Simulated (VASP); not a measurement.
# Au (Fm-3m) in VASP: single point with PBE0

Aim: the single point of Au with PBE0.

All numbers are computed with VASP 6.6.1; they aren't measurements. Logs are shortened: lines on timing, memory, paths and dates and some standing lists are left out, and cuts for length are marked.

## Step 1: The cell of the first run

Symmetry: Fm-3m, No. 225, cubic system. Conventional cell: a = 4.080 Å, b = 4.080 Å, c = 4.080 Å, α = 90.00°, β = 90.00°, γ = 90.00°. Au (site symmetry m-3m) has 12 Au at 2.88 Å within 3.8 Å.

## Step 2: Single point, PBE0

File POSCAR:

```
Au
1.0
    0.0000000000      2.0398237129      2.0398237129
    2.0398237129      0.0000000000      2.0398237129
    2.0398237129      2.0398237129      0.0000000000
Au
1
Direct
    0.0000000000      0.0000000000      0.0000000000
```

File INCAR.step1:

```
PREC     = Accurate       # precision mode
ENCUT    = 400            # plane-wave cutoff, eV
EDIFF    = 1E-5           # SCF threshold, eV
ISMEAR   = -1             # smearing method
SIGMA    = 0.5            # smearing width, eV
LREAL    = F              # projectors in reciprocal space
LASPH    = T              # aspherical terms in the spheres
NELM     = 120            # most SCF steps
ALGO     = Normal         # electronic algorithm
ISIF     = 2              # what is computed and relaxed
LWAVE    = T              # write WAVECAR
LCHARG   = F              # write CHGCAR
NBANDS   = 12             # bands
GGA      = PE             # functional
GGA_COMPAT= F
```

File INCAR.step2:

```
PREC     = Accurate       # precision mode
ENCUT    = 400            # plane-wave cutoff, eV
EDIFF    = 1E-6           # SCF threshold, eV
ISMEAR   = -1             # smearing method
SIGMA    = 0.5            # smearing width, eV
LREAL    = F              # projectors in reciprocal space
LASPH    = T              # aspherical terms in the spheres
NELM     = 120            # most SCF steps
ALGO     = Normal         # electronic algorithm
ISIF     = 2              # what is computed and relaxed
LWAVE    = F              # write WAVECAR
LCHARG   = F              # write CHGCAR
GGA      = PE             # functional
LHFCALC  = T              # exact exchange
AEXX     = 0.25           # exact-exchange fraction
PRECFOCK = Normal       
NBANDS   = 12             # bands
ISTART   = 1            
GGA_COMPAT= F
```

File KPOINTS:

```
regular mesh
0
Gamma
  2 2 2
```

Potentials or basis: VASP PAW PBE potentials, release 64 (Au).

Run with:

```bash
$ cat potpaw_PBE.64/Au/POTCAR > POTCAR
$ cp INCAR.step1 INCAR
$ mpirun -np 1 vasp_std > vasp.out
$ cp INCAR.step2 INCAR
$ mpirun -np 1 vasp_std > vasp.out
```

OUTCAR:

```text
PREC = Accurate
   ENCUT = 400
   EDIFF = 1E-6
   ISMEAR = -1
   LREAL = F
   LASPH = T
   NELM = 120
   ISIF = 2
   GGA = PE
   LHFCALC = T
   AEXX = 0.25
   PRECFOCK = Normal
   ISTART = 1

 ion  position               nearest neighbor table
   1  0.000  0.000  0.000-

  LATTYP: Found a face centered cubic cell.
 ALAT       =     4.0796474258

  Lattice vectors:

 A1 = (   0.0000000000,   2.0398237129,   2.0398237129)
 A2 = (   2.0398237129,   0.0000000000,   2.0398237129)
 A3 = (   2.0398237129,   2.0398237129,   0.0000000000)

Analysis of symmetry for initial positions (statically):
=====================================================================
 Subroutine PRICEL returns:
 Original cell was already a primitive cell.

 Routine SETGRP: Setting up the symmetry group for a
 face centered cubic supercell.

 Subroutine GETGRP returns: Found 48 space group operations
 (whereof 48 operations were pure point group operations)
 out of a pool of 48 trial point group operations.

The static configuration has the point symmetry O_h .

Analysis of symmetry for dynamics (positions and initial velocities):
=====================================================================
 Subroutine PRICEL returns:
 Original cell was already a primitive cell.

 Routine SETGRP: Setting up the symmetry group for a
 face centered cubic supercell.

 Subroutine GETGRP returns: Found 48 space group operations
 (whereof 48 operations were pure point group operations)
 out of a pool of 48 trial point group operations.

The dynamic configuration has the point symmetry O_h .

 Subroutine INISYM returns: Found 48 space group operations
 (whereof 48 operations are pure point group operations),
 and found     1 'primitive' translations

----------------------------------------------------------------------------------------

                                     Primitive cell

  volume of cell :      16.9749

  direct lattice vectors                    reciprocal lattice vectors
     0.000000000  2.039823713  2.039823713    -0.245119221  0.245119221  0.245119221
     2.039823713  0.000000000  2.039823713     0.245119221 -0.245119221  0.245119221
     2.039823713  2.039823713  0.000000000     0.245119221  0.245119221 -0.245119221

  length of vectors
     2.884746360  2.884746360  2.884746360     0.424558945  0.424558945  0.424558945

  position of ions in fractional coordinates (direct lattice)
     0.000000000  0.000000000  0.000000000

  ion indices of the primitive-cell ions
   primitive index   ion index
                 1           1

----------------------------------------------------------------------------------------

 KPOINTS: regular mesh

Automatic generation of k-mesh.
 Grid dimensions read from file:
 generate k-points for:    2    2    2

 Generating k-lattice:

  Cartesian coordinates                     Fractional coordinates (reciprocal lattice)
    -0.122559611  0.122559611  0.122559611     0.500000000  0.000000000  0.000000000
     0.122559611 -0.122559611  0.122559611     0.000000000  0.500000000  0.000000000
     0.122559611  0.122559611 -0.122559611     0.000000000  0.000000000  0.500000000

  Length of vectors
     0.212279473  0.212279473  0.212279473

  Shift w.r.t. Gamma in fractional coordinates (k-lattice)
     0.000000000  0.000000000  0.000000000

 Subroutine IBZKPT returns following result:
 ===========================================

 Found      3 irreducible k-points:

 Following reciprocal coordinates:
            Coordinates               Weight
  0.000000  0.000000  0.000000      1.000000
  0.500000  0.000000  0.000000      4.000000
  0.500000  0.500000  0.000000      3.000000
   k-points           NKPTS =      3   k-points in BZ     NKDIM =      8   number of bands    NBANDS=     12
   number of dos      NEDOS =    301   number of ions     NIONS =      1
   total plane-waves  NPLWV =   8000
   dimension x,y,z NGX =    20 NGY =   20 NGZ =   20
   dimension x,y,z NGXF=    40 NGYF=   40 NGZF=   40
   ions per type =               1
   NGX,Y,Z   is equivalent  to a cutoff of  11.53, 11.53, 11.53 a.u.
   NGXF,Y,Z  is equivalent  to a cutoff of  23.05, 23.05, 23.05 a.u.
 SYSTEM =  unknown system
   PREC   = accura    normal or accurate (medium, high low for compatibility)
   ISTART =      1    job   : 0-new  1-cont  2-samecut
   ICHARG =      0    charge: 1-file 2-atom 10-const
   ISPIN  =      1    spin polarized calculation?
   LNONCOLLINEAR =      F non collinear calculations
   LSORBIT =      F    spin-orbit coupling
   LASPH  =      T    aspherical Exc in radial PAW
   ENCUT  =  400.0 eV  29.40 Ry    5.42 a.u.   4.70  4.70  4.70*2*pi/ulx,y,z
   NELM   =    120;   NELMIN=  2; NELMDL=  0     # of ELM steps
   EDIFF  = 0.1E-05   stopping-criterion for ELM
   LREAL  =      F    real-space projection
   EDIFFG = 0.1E-04   stopping-criterion for IOM
   NSW    =      0    number of steps for IOM
   IBRION =     -1    ionic relax: 0-MD 1-quasi-New 2-CG
   NFREE  =      0    steps in history (QN), initial steepest desc. (CG)
   ISIF   =      2    stress and relaxation
   ISYM   =      3    0-nonsym 1-usesym 2-fastsym
   POTIM  = 0.5000    time-step for ionic-motion
   TEBEG  =    0.0;   TEEND  =   0.0 temperature during run
   PSTRESS=    0.0 pullay stress
   NELECT =      11.0000    total number of electrons
   NUPDOWN=      -1.0000    fix difference up-down
   EMIN   =  10.00;   EMAX   =-10.00  energy-range for DOS
   EFERMI =   0.00;   METHOD = LEGACY
   ISMEAR =    -1;   SIGMA  =   0.50  broadening in eV -4-tet -1-fermi 0-gaus
   EFERMI_NEDOS =   21; number of points for ismear=-14 and -15
   IALGO  =     38    algorithm
   IMIX   =      1    mixing-type and parameters
     AMIX     =   0.40;   BMIX     =  1.00
     AMIX_MAG =   1.60;   BMIX_MAG =  1.00
  volume/ion in A,a.u.               =      16.97       114.55
  Fermi-wavevector in a.u.,A,eV,Ry     =   1.416673  2.677125 27.306399  2.006964
  Thomas-Fermi vector in A             =   2.537983
   LORBIT       =      0    0 simple, 1 ext, 2 COOP (PROOUT), +10 PAW based schemes
   GGA     = PE    functional components
   LHFCALC =     T    Hartree Fock is set to
   PRECFOCK=normal    Normal, Fast or Accurate (Low or Medium for compatibility)
   ENCUT4O =  -1.0   cutoff for four orbital integrals eV
   NKREDX  =     1    reduce k-point grid by
   NKREDY  =     1    reduce k-point grid by
   NKREDZ  =     1    reduce k-point grid by
   AEXX    =    0.2500 exact exchange contribution
   HFSCREEN=    0.0000 screening length (either q_TF or 0.3 A-1)
   HFSCREENC=   0.0000 screening length for correlation (either q_TF or 0.3 A-1)
   ENCUTFOCK=  -1.0 apply spherical cutoff to Coloumb kernel
   IVDW    =     0    specifies the selected vdW correction
   LEPSILON=     F    determine dielectric tensor
   LRPA    =     F    only Hartree local field effects (RPA)
 non-spin polarized calculation
  energy-cutoff  :      400.00
  volume of cell :       16.97
 maximum number of plane-waves:       331
 NGX is ok and might be reduce to    20
  NGX = 16; NGY = 16; NGZ = 16

 number of electron      10.9999998 magnetization

 Free energy of the ion-electron system (eV)
  ---------------------------------------------------
  ext. energy  EPLUGINS =         0.00000000
  ---------------------------------------------------
  free energy    TOTEN  =        -1.04993552 eV

  energy without entropy =       -0.62888983  energy(sigma->0) =       -0.83941268

 E-fermi :   8.4456     XC(G=0):  -9.9447

 val. band max:        7.7003356346   @ k =   0.5000   0.0000   0.0000
 cond. band min:      11.2953769037   @ k =   0.5000   0.5000   0.0000
 fundamental gap:      3.5950412691
 Fermi energy:         8.4456456575

 k-point     1 :       0.0000    0.0000    0.0000
  band No.  band energies     occupation
      1      -1.9225      2.00000
      2       3.2685      1.99994
      3       3.2685      1.99994
      4       3.2685      1.99994
      5       4.8803      1.99840
      6       4.8803      1.99840
      7      25.1953      0.00000
      8      29.4872      0.00000
      9      29.4872      0.00000
     10      29.4872      0.00000
     11      34.1672      0.00000
     12      39.4077      0.00000

 k-point     2 :       0.5000    0.0000    0.0000
  band No.  band energies     occupation
      1       0.6039      2.00000
      2       3.2245      1.99994
      3       3.2245      1.99994
      4       6.2187      1.97700
      5       6.2187      1.97700
      6       7.7003      1.63234
      7      13.8198      0.00004
      8      24.6138      0.00000
      9      28.2481      0.00000
     10      28.2481      0.00000
     11      36.0988      0.00000
     12      36.0988      0.00000

 k-point     3 :       0.5000    0.5000    0.0000
  band No.  band energies     occupation
      1       0.6968      2.00000
      2       1.0691      2.00000
      3       6.1489      1.97997
      4       6.6166      1.94973
      5       6.6166      1.94973
      6      11.2954      0.00667
      7      16.7787      0.00000
      8      20.7775      0.00000
      9      20.7775      0.00000
     10      28.1549      0.00000
     11      30.8832      0.00000
     12      38.8615      0.00000

------------------------ aborting loop because EDIFF is reached ----------------------------------------

  FORCE on cell =-STRESS in cart. coord.  units (eV):
  Direction    XX          YY          ZZ          XY          YZ          ZX
  --------------------------------------------------------------------------------------
  -------------------------------------------------------------------------------------
  Total        5.1573946      5.1573946      5.1573946     -0.0000000     -0.0000000      0.0000000
  in kB      486.7803482    486.7803482    486.7803482     -0.0000000     -0.0000000      0.0000000
  external PRESSURE =     486.7803482 kB  Pullay stress =       0.0000000 kB

 VOLUME and BASIS-vectors are now :
 -----------------------------------------------------------------------------
  energy-cutoff  :      400.00
  volume of cell :       16.97
      direct lattice vectors                 reciprocal lattice vectors
     0.000000000  2.039823713  2.039823713    -0.245119221  0.245119221  0.245119221
     2.039823713  0.000000000  2.039823713     0.245119221 -0.245119221  0.245119221
     2.039823713  2.039823713  0.000000000     0.245119221  0.245119221 -0.245119221

 POSITION                                       TOTAL-FORCE (eV/Angst)
 -----------------------------------------------------------------------------------
      0.00000      0.00000      0.00000         0.000000      0.000000      0.000000
 -----------------------------------------------------------------------------------
    total drift:                                0.000000      0.000000     -0.000000

  FREE ENERGIE OF THE ION-ELECTRON SYSTEM (eV)
  ---------------------------------------------------
  free  energy   TOTEN  =        -1.0499355225 eV

  energy  without entropy=       -0.6288898327  energy(sigma->0) =       -0.83941268
```

It took 6 s on 1 thread of Intel Xeon Platinum 8559C (Emerald Rapids), shared host; peak memory 0.13 GiB.

What came out:

- Free energy: -1.0499 eV
- Pressure: 48.7 GPa

Caveat: the k points lie up to 1.33 Å⁻¹ apart; the PAW data sets were made with another functional, which shifts forces and pressure a little; spin-orbit coupling is left out, which moves the levels of the heavy elements.
